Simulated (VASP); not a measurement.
## Mo: single point with LDA

Crystal: Mo.

```
Mo
1.0
    -1.37239    1.37239    2.05859
     1.37239   -1.37239    2.05859
     1.37239    1.37239   -2.05859
Mo
1
Direct
  0.00000 0.00000 0.00000
```

This cell differs from its parent crystal: ratio of the length along z to the lengths across it x 1.5, volume and fractional coordinates fixed.

| Item | Value |
| --- | --- |
| Program | VASP 6.6.1 |
| Task | single point |
| Functional | LDA |
| Potentials or basis | VASP PAW LDA potentials, release 64 (Mo_sv) |
| Cutoff | 520 eV |
| k mesh | 24 × 24 × 24 |
| Occupations | gaussian, width 0.15 eV |
| Spin | no spin polarisation |
| Dipole correction | no |
| Further INCAR settings | ALGO = Fast; EDIFF = 1e-06; NBANDS = 13 |

```json
{"Pressure": "-3.2 GPa", "Band gap on the k mesh": "zero (band 7 reaches 16.22 eV, above the bottom of band 8 at 11.66 eV)"}
```

Stress tensor (GPa, compression positive):
```
-5.80  0.00  0.00
 0.00 -5.80  0.00
 0.00  0.00  2.05
```

Levels at points of the mesh, in eV from the Fermi level:
```csv
k point,band 5,band 6,band 7,band 8,band 9,band 10
"(0.00, 0.00, 0.00)",-6.88,-1.31,-0.56,-0.56,1.39,2.46
"(0.50, 0.00, 0.00)",-4.84,-1.42,-0.63,1.68,3.94,4.35
"(0.50, 0.50, 0.00)",-5.27,-4.56,4.01,4.37,4.60,5.22
"(0.50, 0.50, 0.50)",-5.20,-4.46,3.43,4.17,4.73,4.73
```

It took 7 min on 1 thread of AMD EPYC 7571 (shared host), peak memory 0.26 GiB.
